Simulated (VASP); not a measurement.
A run of VASP 6.6.1 is set up as follows.

File INCAR:

```
ALGO     = Normal         # electronic algorithm
EDIFF    = 1E-6           # SCF threshold, eV
ENCUT    = 520            # plane-wave cutoff, eV
GGA      = PE             # functional
ISIF     = 2              # what is computed and relaxed
ISMEAR   = -1             # smearing method
ISPIN    = 2              # spin polarisation
LASPH    = T              # aspherical terms in the spheres
LCHARG   = F              # write CHGCAR
LMAXMIX  = 4              # l up to which the mixer works
LORBIT   = 11             # projections on sites
LREAL    = F              # projectors in reciprocal space
LWAVE    = F              # write WAVECAR
MAGMOM   = 2.5 2.5        # initial moments
NBANDS   = 19             # bands
NELM     = 150            # most SCF steps
PREC     = Accurate       # precision mode
SIGMA    = 0.05           # smearing width, eV
```

KPOINTS

```
k-points
0
Gamma
  14 14 8
```

File POSCAR:

```
Fe
1.0
    2.5176572888      0.0000000000      0.0000000000
   -1.2588286444      2.1803551701      0.0000000000
    0.0000000000      0.0000000000      4.3745395415
Fe
2
Direct
    0.3333333333      0.6666666667      0.2500000000
    0.6666666667      0.3333333333      0.7500000000
```

Potentials or basis: VASP PAW PBE potentials, release 64 (Fe).

The run is started by

```sh
$ cat potpaw_PBE.64/Fe/POTCAR > POTCAR
$ mpirun -np 1 vasp_std > vasp.out
```

Q: Predict the site moments.

A: Fe +2.53 μB.

Q: Estimate the net moment.

A: 5.07 μB per cell.

Stress tensor (GPa, compression positive):
```
-0.24  0.00  0.00
 0.00 -0.24  0.00
 0.00  0.00 -0.01
```
